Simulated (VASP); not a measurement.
Input of a VASP 6.6.1 run:

INCAR

```
SYSTEM = W
  PREC = Accurate
  ENCUT = 520
  EDIFF = 1E-6
  ISMEAR = 0
  SIGMA = 0.05
  LREAL = .False.
  LASPH = .True.
  NELM = 150
  ALGO = Normal
  ISIF = 2
  LWAVE = .False.
  LCHARG = .False.
  ISPIN = 2
  MAGMOM = 1.5 1.5
  LORBIT = 11
  LMAXMIX = 4
  GGA = PE
  NBANDS = 25
```

The input KPOINTS:

```
Automatic mesh
0
Gamma
  1 1 24
  0 0 0
```

File POSCAR:

```
W
1.0
   11.2000000000      0.0000000000      0.0000000000
    0.0000000000      9.3000000000      0.0000000000
    0.0000000000      0.0000000000      2.6302160054
W
2
Direct
    0.4003034701      0.5000000000      0.0000000000
    0.5996965299      0.5000000000      0.5000000000
```

Potentials or basis: VASP PAW PBE potentials, release 64 (W_sv).

Launch:

```bash
$ cat potpaw_PBE.64/W_sv/POTCAR > POTCAR
$ mpirun -np 1 vasp_std > vasp.out
```

Problem. Predict the site moments.

Solution. W +0.23 μB.

Problem. Predict the largest force.

Solution. 0.999 eV/Å.

Problem. Estimate the net moment.

Solution. 0.67 μB per cell.

Forces in eV/Å, atoms in the order of the input:
```
W    0.999  0.000  0.000
W   -0.999  0.000  0.000
```
